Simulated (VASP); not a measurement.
A run of VASP 6.6.1 is set up as follows.

Contents of INCAR:

```
SYSTEM = Al3Cu
PREC     = Accurate       ! precision mode
ENCUT    = 520            ! plane-wave cutoff, eV
EDIFF    = 1E-6           ! SCF threshold, eV
ISMEAR   = 0              ! smearing method
SIGMA    = 0.15           ! smearing width, eV
LREAL    = .FALSE.        ! projectors in reciprocal space
LASPH    = .TRUE.         ! aspherical terms in the spheres
NELM     = 100            ! most SCF steps
ALGO     = Fast           ! electronic algorithm
ISIF     = 2              ! what is computed and relaxed
LWAVE    = .FALSE.        ! write WAVECAR
LCHARG   = .FALSE.        ! write CHGCAR
GGA      = PS             ! functional
NBANDS   = 18             ! bands
```

File KPOINTS:

```
regular mesh
0
G
  12 12 12
  0 0 0
```

File POSCAR:

```
Al3Cu
1.0
    4.1842803113      0.0000000000      0.0000000000
    0.0000000000      3.8923537780      0.0000000000
    0.0000000000      0.0000000000      3.8923537780
Al Cu
3 1
Direct
    0.0000000000      0.5000000000      0.5000000000
    0.5000000000      0.0000000000      0.5000000000
    0.5000000000      0.5000000000      0.0000000000
    0.0000000000      0.0000000000      0.0000000000
```

Potentials or basis: VASP PAW PBE potentials, release 64 (Al, Cu).

Run with:

```bash
$ cat potpaw_PBE.64/Al/POTCAR potpaw_PBE.64/Cu/POTCAR > POTCAR
$ mpirun -np 1 vasp_std > vasp.out
```

(1) What does it give for the pressure?

(2) What does it give for the band gap on the k mesh?

## Answers

(1) -5.6 GPa.

(2) zero (bands 10 and 11 overlap by 3.55 eV).

Caveat: the cell differs from its parent crystal (strain +0.0750 x Voigt [1, 0, 0, 0, 0, 0]); the cell stands under tension; the PAW data sets were made with another functional, which shifts forces and pressure a little.
